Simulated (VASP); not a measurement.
Write the native input for VASP 6.6.1 that does the following.

```yaml
Task: relaxation of cell and atoms
Functional: PBE
Potentials_or_basis: VASP PAW PBE potentials, release 64 (Li_sv, Ta_pv, O)
Cutoff: 600 eV
k_mesh: 6 × 6 × 6
Occupations: gaussian, width 0.1 eV
Spin: no spin polarisation
Dipole_correction: no
Further_INCAR_settings: ALGO = Normal; EDIFF = 1e-06; IBRION = 2; EDIFFG = -0.05; NSW = 100; ISIF = 3
```

The structure of LiTaO2 lies in POSCAR:

```
LiTaO2
1.0
    1.4790000000      0.8539010481      4.8766064629
   -1.4790000000      0.8539010481      4.8766064629
    0.0000000000     -1.7078020963      4.8766064629
Li Ta O
1 1 2
Direct
    0.0000000000      0.0000000000      0.0000000000
    0.5000000000      0.5000000000      0.5000000000
    0.2429356231      0.2429356231      0.2429356231
    0.7570643769      0.7570643769      0.7570643769
```

The input as run:

INCAR

```
PREC = Accurate ; ENCUT = 600
EDIFF = 1E-6 ; ISMEAR = 0
SIGMA = 0.1 ; LREAL = False
LASPH = True ; NELM = 60
ALGO = Normal ; ISIF = 3
LWAVE = False ; LCHARG = False
GGA = PE ; IBRION = 2
NSW = 100 ; EDIFFG = -0.05
```

KPOINTS

```
Automatic mesh
0
Gamma
  6 6 6
```

Potentials or basis: VASP PAW PBE potentials, release 64 (Li_sv, Ta_pv, O).

Run with:

```console
$ cat potpaw_PBE.64/Li_sv/POTCAR potpaw_PBE.64/Ta_pv/POTCAR potpaw_PBE.64/O/POTCAR > POTCAR
$ mpirun -np 1 vasp_std > vasp.out
```

It gave:

* Relaxed volume: 9.68 Å³/atom
* Relaxed cell: a = 5.658 Å, b = 5.658 Å, c = 5.658 Å, α = 29.44°, β = 29.44°, γ = 29.44°
* Space group after relaxing (to 0.05 Å): R-3m (No. 166)
* Energy gained by relaxing: 305.3 meV/atom
* Ionic steps: 12
* Pressure after relaxing: 0.1 GPa
* Largest force after relaxing: 0.013 eV/Å
* Band gap on the k mesh: zero (band 13 reaches 7.14 eV, above the bottom of band 14 at 6.08 eV)

Caveat: the k points lie up to 0.43 Å⁻¹ apart in the final cell; the cutoff is under 1.25 times the usual one of these potentials, so pressure, stress and relaxed cells hold a basis-set (Pulay) error; spin-orbit coupling is left out, which moves the levels of the heavy elements; the relaxation stopped at a loose force limit of 0.05 eV/Å, so its end isn't a converged minimum.

Run time: 5.1 min on 1 thread of AMD EPYC 9R45 (Zen 5), on a shared host, peak memory 0.28 GiB.
